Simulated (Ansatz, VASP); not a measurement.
# Ti: VASP beside Ansatz

```xyz
1
Lattice="0.0000 2.0300 2.0097 2.0300 0.0000 2.0097 2.0300 2.0300 0.0000" Properties=species:S:1:pos:R:3 pbc="T T T"
Ti    0.0000    0.0000    0.0000
```

Change from the starting cell: strain -0.0100 x Voigt [0, 0, 1, 0, 0, 0], atoms carried along.

Alike in both runs: task single point; functional PBEsol; k mesh 20 × 20 × 20; occupations gaussian, width 0.15 eV; no spin polarisation.

|  | VASP | Ansatz |
| --- | --- | --- |
| version | VASP 6.6.1 | Ansatz 0.2.0 |
| potentials or method | VASP PAW PBE potentials, release 64 (Ti_sv), cutoff 520 eV | scalar-relativistic, plane waves, PAW |
| valence electrons in the cell | 12 | 12 |

|  | VASP | Ansatz | Ansatz less VASP |
| --- | --- | --- | --- |
| gap on the k mesh at the Fermi level (eV) | none | none | - |
| pressure (GPa) | 0.6 | 0.9 | +0.29 |
| traceless stress, the component that is largest in VASP (GPa) | 0.25 | 0.24 | -0.002 |

VASP's potentials were made for PBE, not for PBEsol. A gap of «none» marks a metal or a gap that the smearing closes.
